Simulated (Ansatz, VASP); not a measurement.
## BaTiO3 in VASP and in Ansatz

```
CELL_PARAMETERS angstrom
3.98535 0.00000 0.00000
0.00000 3.98535 0.00000
0.00000 0.00000 4.20181
ATOMIC_POSITIONS crystal
Ba 0.00000 0.00000 0.98632
Ti 0.50000 0.50000 0.46908
O 0.50000 0.50000 0.03785
O 0.50000 0.00000 0.51738
O 0.00000 0.50000 0.51738
```

Alike in both runs: functional PBE; k mesh 8 × 8 × 8; occupations gaussian, width 0.02 eV; no spin polarisation.

Ansatz relaxed the structure, and its values are those at the end. VASP's run is a single point on that final structure, the one shown.

```csv
,VASP,Ansatz
version,VASP 6.6.1,Ansatz 0.2.0
potentials or method,"VASP PAW PBE potentials, release 64 (Ba_sv, Ti_sv, O), cutoff 520 eV","scalar-relativistic, plane waves, PAW"
valence electrons in the cell,40,40
```

Ansatz gave:

* gap on the k mesh at the Fermi level (eV): 1.84
* least direct gap on the mesh (eV): 2.39
* pressure (GPa): 0.0
* rms of the force components (eV/Å): 0.000

**Question.** What did VASP give for the same quantities?

**Answer.** gap on the k mesh at the Fermi level (eV): 1.79; least direct gap on the mesh (eV): 2.36; pressure (GPa): 1.6; rms of the force components (eV/Å): 0.034.

The functional is the same, so the differences come from potentials, cutoffs and numerics.

Neither program's run includes spin-orbit coupling.
